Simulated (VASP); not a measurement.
# GaN in VASP: a series of runs, part 3 of 3

VASP 6.6.1. The steps go on from the part before.

## (6) Electric field gradients, PBEsol (volume scaled by 0.9405)

File INCAR:

```
ALGO = Normal
EDIFF = 1E-8
ENCUT = 520
GGA = PS
ISIF = 2
ISMEAR = -1
LASPH = True
LCHARG = False
LEFG = True
LREAL = False
LWAVE = False
NBANDS = 16
NELM = 100
PREC = Accurate
SIGMA = 0.02
```

File KPOINTS:

```
k-points
0
Gamma
  13 13 13
```

File POSCAR:

```
GaN
1.0
    0.0000000000      1.9521713286      1.9521713286
    1.9521713286      0.0000000000      1.9521713286
    1.9521713286      1.9521713286      0.0000000000
Ga N
1 1
Direct
    0.5000000000      0.5000000000      0.5000000000
    0.0000000000      0.0000000000      0.0000000000
```

Potentials or basis: VASP PAW PBE potentials, release 64 (Ga_d, N).

On the command line:

```console
$ cat potpaw_PBE.64/Ga_d/POTCAR potpaw_PBE.64/N/POTCAR > POTCAR
$ mpirun -np 1 vasp_std > vasp.out
```

OUTCAR:

```text
EDIFF = 1E-8
   ENCUT = 520
   GGA = PS
   ISIF = 2
   ISMEAR = -1
   LASPH = True
   LREAL = False
   NELM = 100
   PREC = Accurate

 ion  position               nearest neighbor table
   1  0.500  0.500  0.500-   2 1.95   2 1.95   2 1.95   2 1.95   2 1.95   2 1.95
   2  0.000  0.000  0.000-   1 1.95   1 1.95   1 1.95   1 1.95   1 1.95   1 1.95

  LATTYP: Found a face centered cubic cell.
 ALAT       =     3.9043426572

  Lattice vectors:

 A1 = (   0.0000000000,   1.9521713286,   1.9521713286)
 A2 = (   1.9521713286,   0.0000000000,   1.9521713286)
 A3 = (   1.9521713286,   1.9521713286,   0.0000000000)

Analysis of symmetry for initial positions (statically):
=====================================================================
 Subroutine PRICEL returns:
 Original cell was already a primitive cell.

 Routine SETGRP: Setting up the symmetry group for a
 face centered cubic supercell.

 Subroutine GETGRP returns: Found 48 space group operations
 (whereof 48 operations were pure point group operations)
 out of a pool of 48 trial point group operations.

The static configuration has the point symmetry O_h .

Analysis of symmetry for dynamics (positions and initial velocities):
=====================================================================
 Subroutine PRICEL returns:
 Original cell was already a primitive cell.

 Routine SETGRP: Setting up the symmetry group for a
 face centered cubic supercell.

 Subroutine GETGRP returns: Found 48 space group operations
 (whereof 48 operations were pure point group operations)
 out of a pool of 48 trial point group operations.

The dynamic configuration has the point symmetry O_h .

[... 149 lines left out ...]
 cond. band min:      13.4087540249   @ k =   0.4615   0.4615   0.0000
 fundamental gap:      2.2707359961
 Fermi energy:        11.6486630314

 k-point     1 :       0.0000    0.0000    0.0000
  band No.  band energies     occupation
      1      -8.9152      2.00000
      2      -2.8848      2.00000
      3      -2.8848      2.00000
      4      -2.8848      2.00000
      5      -2.7037      2.00000
      6      -2.7037      2.00000
[... 433 lines left out ...]
      3      -3.0673      2.00000
      4      -2.9688      2.00000
      5      -2.4323      2.00000
      6      -2.1865      2.00000
[... 8 lines left out ...]
     15      34.7201      0.00000
     16      38.2758      0.00000

 [... further k-points ...]
[... 5 lines left out ...]
  --------------------------------------------------------------------------------------
  -------------------------------------------------------------------------------------
  Total        8.5632819      8.5632819      8.5632819      0.0000000      0.0000000      0.0000000
  in kB      922.0766822    922.0766822    922.0766822      0.0000000      0.0000000      0.0000000
  external PRESSURE =     922.0766822 kB  Pullay stress =       0.0000000 kB

 VOLUME and BASIS-vectors are now :
 -----------------------------------------------------------------------------
  energy-cutoff  :      520.00
  volume of cell :       14.88
      direct lattice vectors                 reciprocal lattice vectors
     0.000000000  1.952171329  1.952171329    -0.256125061  0.256125061  0.256125061
     1.952171329  0.000000000  1.952171329     0.256125061 -0.256125061  0.256125061
     1.952171329  1.952171329  0.000000000     0.256125061  0.256125061 -0.256125061

 POSITION                                       TOTAL-FORCE (eV/Angst)
 -----------------------------------------------------------------------------------
      1.95217      1.95217      1.95217        -0.000000      0.000000      0.000000
      0.00000      0.00000      0.00000         0.000000      0.000000     -0.000000
 -----------------------------------------------------------------------------------
    total drift:                                0.000000     -0.000000      0.000000

  FREE ENERGIE OF THE ION-ELECTRON SYSTEM (eV)
  ---------------------------------------------------
  free  energy   TOTEN  =       -11.3398314239 eV

  energy  without entropy=      -11.3398314239  energy(sigma->0) =      -11.33983142

 Electric field gradients (V/A^2)
---------------------------------------------------------------------
 ion       V_xx      V_yy      V_zz      V_xy      V_xz      V_yz
---------------------------------------------------------------------
   1      -0.000    -0.000    -0.000    -0.001    -0.001    -0.001
   2      -0.000     0.000     0.000     0.000     0.000     0.000
---------------------------------------------------------------------

 Electric field gradients after diagonalization (V/A^2)
 (convention: |V_zz| > |V_xx| > |V_yy|)
----------------------------------------------------------------------
 ion       V_xx      V_yy      V_zz     asymmetry (V_yy - V_xx)/ V_zz
----------------------------------------------------------------------
   1       0.001     0.001    -0.002       0.000
   2      -0.000    -0.000     0.001       0.000
----------------------------------------------------------------------

           NMR quadrupolar parameters

 Cq : quadrupolar parameter    Cq=e*Q*V_zz/h
 eta: asymmetry parameters     (V_yy - V_xx)/ V_zz
 Q  : nuclear electric quadrupole moment in mb (millibarn)
----------------------------------------------------------------------
 ion       Cq(MHz)       eta       Q (mb)
----------------------------------------------------------------------
   1      -0.000       0.000       1.000
   2       0.000       0.000       1.000
----------------------------------------------------------------------
```

OSZICAR:

```text
N       E                     dE             d eps       ncg     rms          rms(c)
DAV:   1     0.708156446681E+02    0.70816E+02   -0.88881E+03  3024   0.227E+03
DAV:   2    -0.966306279212E+01   -0.80479E+02   -0.75404E+02  3152   0.326E+02
DAV:   3    -0.133375206104E+02   -0.36745E+01   -0.36633E+01  3072   0.601E+01
DAV:   4    -0.133668067007E+02   -0.29286E-01   -0.29285E-01  3296   0.540E+00
DAV:   5    -0.133670547306E+02   -0.24803E-03   -0.24803E-03  3280   0.475E-01    0.781E+00
DAV:   6    -0.114185553314E+02    0.19485E+01   -0.34889E+00  3952   0.500E+01    0.263E+00
DAV:   7    -0.113668807606E+02    0.51675E-01   -0.34476E-01  3120   0.550E+00    0.169E+00
DAV:   8    -0.113417610892E+02    0.25120E-01   -0.25248E-02  3616   0.310E+00    0.340E-01
DAV:   9    -0.113398820335E+02    0.18791E-02   -0.59363E-03  3584   0.273E+00    0.709E-02
DAV:  10    -0.113398317509E+02    0.50283E-04   -0.36116E-04  2984   0.235E-01    0.250E-02
DAV:  11    -0.113398331502E+02   -0.13993E-05   -0.58104E-05  3520   0.114E-01    0.228E-02
DAV:  12    -0.113398314111E+02    0.17391E-05   -0.44973E-06  3296   0.293E-02    0.685E-03
DAV:  13    -0.113398314013E+02    0.97866E-08   -0.25878E-07  3472   0.579E-03    0.281E-03
DAV:  14    -0.113398314166E+02   -0.15328E-07   -0.87350E-09  2240   0.131E-03    0.832E-04
DAV:  15    -0.113398314239E+02   -0.72428E-08   -0.41182E-09  1696   0.581E-04
   1 F= -.11339831E+02 E0= -.11339831E+02  d E =-.102839E-12
```

Wall time 24 s (1 thread of Intel Xeon Platinum 8259CL at 2.50GHz (Skylake/Cascade Lake), shared host); peak memory 0.15 GiB.

Results:

```yaml
Free_energy: -11.3398 eV
Pressure: 92.2 GPa
Band_gap_on_the_k_mesh: 2.27 eV, indirect (least direct gap 5.80 eV)
```

Levels at points of the mesh, in eV from the valence-band top:
```
           k point  band 6  band 7  band 8  band 9  band 10  band 11  band 12  band 13
(0.00, 0.00, 0.00)  -13.84   -0.89   -0.89   -0.89     5.30    16.09    16.09    16.09
```

Caveat: without QUAD_EFG the Cq values of the log hold for a quadrupole moment of 1 mb, not for the nuclei; the PAW data sets were made with another functional, which shifts forces and pressure a little. A k mesh can miss the band edges.

## (7) Summary

| cell | gap on the mesh (eV) | pressure (GPa) |
| --- | --- | --- |
| a = 2.846, b = 2.846, c = 2.818 Å, angles 60.3, 60.3, 59.3°, 2 atoms | 1.54 | 50.7 |
| a = 2.860, b = 2.860, c = 2.902 Å, angles 59.5, 59.5, 61.0°, 2 atoms | 1.16 | 34.9 |
| a = 2.760 Å, angles 60.0°, 2 atoms | 2.27 | 92.5 |
| a = 2.761 Å, angles 60.0°, 2 atoms | 2.27 | 92.2 |

Alike in all rows: task electric field gradients; level PBEsol; potentials or basis VASP PAW PBE potentials, release 64 (Ga_d, N); no spin polarisation; k mesh 13 × 13 × 13; cutoff (eV) 520; smearing fermi-dirac 0.02 eV.

Caveats: the PAW data sets were made with another functional, which shifts forces and pressure a little.

Absolute energies hang on the potentials; compare differences alone.
